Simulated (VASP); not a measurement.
Runs of VASP 6.6.1 on TiN (sol). The structure is that of space group Fm-3m (No. 225), or close to it. The cells are those of the table. 

```csv
task,cell,cutoff (eV),smearing,gap on the mesh (eV),pressure (GPa),relaxed volume (Å³/atom)
relaxation of cell and atoms,"relaxed from a = 2.999 Å, angles 60.0°, 2 atoms",600,gaussian 0.1 eV,none,0.0,9.30
single point,"a = 2.974 Å, angles 60.0°, 2 atoms",520,fermi-dirac 0.15 eV,none,0.5,-
single point,"a = 2.973 Å, angles 60.0°, 2 atoms",520,gaussian 0.1 eV,none,0.5,-
relaxation of cell and atoms,"relaxed from a = 2.973 Å, angles 60.0°, 2 atoms",600,fermi-dirac 0.15 eV,none,0.0,(a)
```

Alike in all rows: level PBEsol; potentials or basis VASP PAW PBE potentials, release 64 (Ti_sv, N); no spin polarisation; k mesh 18 × 18 × 18.

Question: Fill in the values left out.

Answer: (a) 9.31.

Caveats: the PAW data sets were made with another functional, which shifts forces and pressure a little.

A gap of «none» marks levels without a gap at the run's occupations.
